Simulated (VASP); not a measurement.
A run of VASP 6.6.1:

The input INCAR:

```
PREC     = Accurate       # precision mode
ENCUT    = 520            # plane-wave cutoff, eV
EDIFF    = 1E-6           # SCF threshold, eV
ISMEAR   = 0              # smearing method
SIGMA    = 0.1            # smearing width, eV
LREAL    = False          # projectors in reciprocal space
LASPH    = True           # aspherical terms in the spheres
NELM     = 60             # most SCF steps
ALGO     = Normal         # electronic algorithm
ISIF     = 2              # what is computed and relaxed
LWAVE    = False          # write WAVECAR
LCHARG   = False          # write CHGCAR
LDIPOL   = True         
IDIPOL   = 3            
DIPOL    = 0.5 0.5 0.394
GGA      = PE             # functional
IBRION   = 2              # ionic algorithm
NSW      = 36             # ionic steps
EDIFFG   = -0.025         # ionic threshold
```

The input KPOINTS:

```
regular mesh
0
Gamma
  9 9 1
```

Contents of POSCAR:

```
Mg4Si
1.0
    3.2100692859      0.0000000000      0.0000000000
   -1.6050346429      2.7800015495      0.0000000000
    0.0000000000      0.0000000000     23.2147784313
Mg Si
4 1
Selective dynamics
Direct
    0.6666666667      0.3333333333      0.1723040352  F F F
    0.3333333333      0.6666666667      0.2829644272  F F F
    0.6666666667      0.3333333333      0.3920793237  F F F
    0.3333333333      0.6666666667      0.5046258988  F F F
    0.3333333333      0.8333333333      0.6185694286  F F T
```

Potentials or basis: VASP PAW PBE potentials, release 64 (Mg, Si).

Command:

```bash
$ cat potpaw_PBE.64/Mg/POTCAR potpaw_PBE.64/Si/POTCAR > POTCAR
$ mpirun -np 1 vasp_std > vasp.out
```

Hardware: 1 thread of Intel(R) Xeon(R) Platinum 8259CL CPU @ 2.50GHz (Skylake/Cascade Lake) (shared host).

Estimate the wall time of this run.

It took 4.5 min on 1 thread of Intel(R) Xeon(R) Platinum 8259CL CPU @ 2.50GHz (Skylake/Cascade Lake), on a shared host, peak memory 0.37 GiB. Counts: scf iterations 47, k points 41, ion steps 5.
